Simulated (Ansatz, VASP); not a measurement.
## One calculation of Hf, two programs

Contents of INCAR:

```
SYSTEM = Hf
  ALGO = Normal
  EDIFF = 1E-6
  ENCUT = 520
  GGA = PS
  GGA_COMPAT = .False.
  ISIF = 2
  ISMEAR = -1
  LASPH = .True.
  LCHARG = .False.
  LMAXMIX = 4
  LORBIT = 11
  LORBMOM = .True.
  LREAL = .False.
  LSORBIT = .True.
  LWAVE = .False.
  MAGMOM = 0 0 0
  NBANDS = 21
  NELM = 150
  PREC = Accurate
  SIGMA = 0.05
```

Contents of KPOINTS:

```
k-points
0
Gamma
  10 10 10
  0 0 0
```

Contents of POSCAR:

```
Hf
1.0
    0.0000000000      2.2200000000      2.2200000000
    2.2200000000      0.0000000000      2.2200000000
    2.2200000000      2.2200000000      0.0000000000
Hf
1
Direct
    0.0000000000      0.0000000000      0.0000000000
```

File input.yaml:

```yaml
crystal:
  lattice:
    - [0.0, 2.22, 2.22]
    - [2.22, 0.0, 2.22]
    - [2.22, 2.22, 0.0]
  atoms:
    - { symbol: Hf, position: [0.0, 0.0, 0.0] }
hamiltonian:
  xc: pbesol
  pseudopotentials: { kind: paw_fr }
magnetization:
  noncollinear: true
  spin_orbit: true
kpoints:
  mp_grid: { grid: [10, 10, 10] }
  band_path:
    path:
      - [[0.0, 0.0, 0.0], [0.5, 0.0, 0.5], [0.5, 0.25, 0.75], [0.375, 0.375, 0.75], [0.0, 0.0, 0.0], [0.5, 0.5, 0.5], [0.625, 0.25, 0.625], [0.5, 0.25, 0.75], [0.5, 0.5, 0.5], [0.375, 0.375, 0.75]]
      - [[0.625, 0.25, 0.625], [0.5, 0.0, 0.5]]
    npoints: 14
scf:
  occupations: { method: fermi_dirac, width: 0.05 }
  n_extra_bands: 6
output:
  forces: true
  stress: true
  eigenvalues: true
  fatbands: false
  write_density: true
  write_potential: true
  elf: true
  volumetric_format: npy
```

Alike in both runs: functional PBEsol; k mesh 10 × 10 × 10; occupations fermi-dirac, width 0.05 eV; non-collinear spin, spin-orbit coupling.

```csv
,VASP,Ansatz
version,VASP 6.6.1,Ansatz 0.2.0
potentials or method,"VASP PAW PBE potentials, release 64 (Hf_pv)",Ansatz PAW
plane-wave cutoff (eV),520,420
valence electrons in the cell,10,26
task,single point,band structure
```

|  | VASP | Ansatz | Ansatz less VASP |
| --- | --- | --- | --- |
| pressure (GPa) | -2.5 | -2.0 | +0.50 |
| net moment per atom (μB) | 0.00 | 0.00 | 0.000 |

VASP's potentials were made for PBE, not for PBEsol. VASP's potentials hold 10 valence electrons a cell and Ansatz's 26, so a difference there can come from the potentials and not from the codes.
